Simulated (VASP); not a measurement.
YCu5, 6 atoms in the cell. The structure is hexagonal, space group P6/mmm (No. 191). Conventional cell: a = 4.892 Å, b = 4.892 Å, c = 3.976 Å, α = 90.00°, β = 90.00°, γ = 120.00°. Y (site symmetry 6/mmm) has 18 Cu at 2.82 to 3.15 Å within 3.7 Å. Cu (site symmetry mmm) has 8 Cu at 2.44 to 2.45 Å and 4 Y at 3.15 Å within 3.2 Å. Cu (site symmetry -6m2) has 9 Cu at 2.44 to 2.82 Å and 3 Y at 2.82 Å within 3.2 Å. 

| Quantity | Value |
| --- | --- |
| Program | VASP 6.6.1 |
| Task | single point |
| Functional | r2SCAN |
| Potentials or basis | VASP PAW PBE potentials, release 64 (Y_sv, Cu) |
| Cutoff | 520 eV |
| k mesh | 12 × 12 × 10 |
| Occupations | gaussian, width 0.1 eV |
| Spin | no spin polarisation |
| Dipole correction | no |
| Further INCAR settings | ALGO = Normal; EDIFF = 1e-06; NBANDS = 42 |

Potentials or basis: VASP PAW PBE potentials, release 64 (Y_sv, Cu).

Command:

```bash
$ cat potpaw_PBE.64/Y_sv/POTCAR potpaw_PBE.64/Cu/POTCAR > POTCAR
$ cp INCAR.step1 INCAR
$ mpirun -np 1 vasp_std > vasp.out
$ cp INCAR.step2 INCAR
$ mpirun -np 1 vasp_std > vasp.out
```

Hardware: 1 thread of Intel Xeon 8259CL (shared host).

Task: Estimate the wall time of this run.

Result: Wall time 41 min on 1 thread of Intel Xeon 8259CL, with other jobs on the host, peak memory 0.45 GiB. Counts: k points 114.
